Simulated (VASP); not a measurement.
Write the native input for VASP 6.6.1 that does the following.

| Property | Result |
| --- | --- |
| Task | single point |
| Functional | PBEsol |
| Dispersion | D3(BJ) |
| Potentials or basis | VASP PAW PBE potentials, release 64 (As) |
| Cutoff | 520 eV |
| k mesh | 6 × 6 × 4 |
| Occupations | methfessel-paxton, width 0.05 eV |
| Spin | no spin polarisation |
| Dipole correction | no |
| Further INCAR settings | ALGO = Normal; EDIFF = 1e-07; NBANDS = 12 |

The structure of As lies in POSCAR:

```
As
1.0
    4.3585440000      0.0000000000      0.0000000000
    0.0000000000      4.3585440000      0.0000000000
    0.0000000000      0.0000000000      6.1924610000
As
2
Direct
    0.0000000000      0.5000000000      0.2482160000
    0.5000000000      0.0000000000      0.7517840000
```

One way to write it, as run:

INCAR

```
SYSTEM = As
ALGO = Normal
EDIFF = 1E-7
ENCUT = 520
GGA = PS
ISIF = 2
ISMEAR = 1
IVDW = 12
LASPH = .TRUE.
LCHARG = .TRUE.
LELF = .TRUE.
LREAL = .FALSE.
LVHAR = .TRUE.
LWAVE = .FALSE.
NBANDS = 12
NELM = 60
PREC = Accurate
SIGMA = 0.05
```

KPOINTS

```
k-points
0
G
  6 6 4
  0 0 0
```

Potentials or basis: VASP PAW PBE potentials, release 64 (As).

The run is started by

```sh
$ cat potpaw_PBE.64/As/POTCAR > POTCAR
$ mpirun -np 1 vasp_std > vasp.out
```

It gave:

```yaml
Pressure: -7.6 GPa
Largest_force: 0.060 eV/Å
Band_gap_on_the_k_mesh: zero (band 5 reaches -1.05 eV, above the bottom of band 6 at -2.43 eV)
Dispersion_energy_per_atom: -0.157 eV
```

Caveat: the PAW data sets were made with another functional, which shifts forces and pressure a little.

Wall time 71 s on 1 thread of AMD EPYC 7R13, on a shared host, peak memory 0.19 GiB.
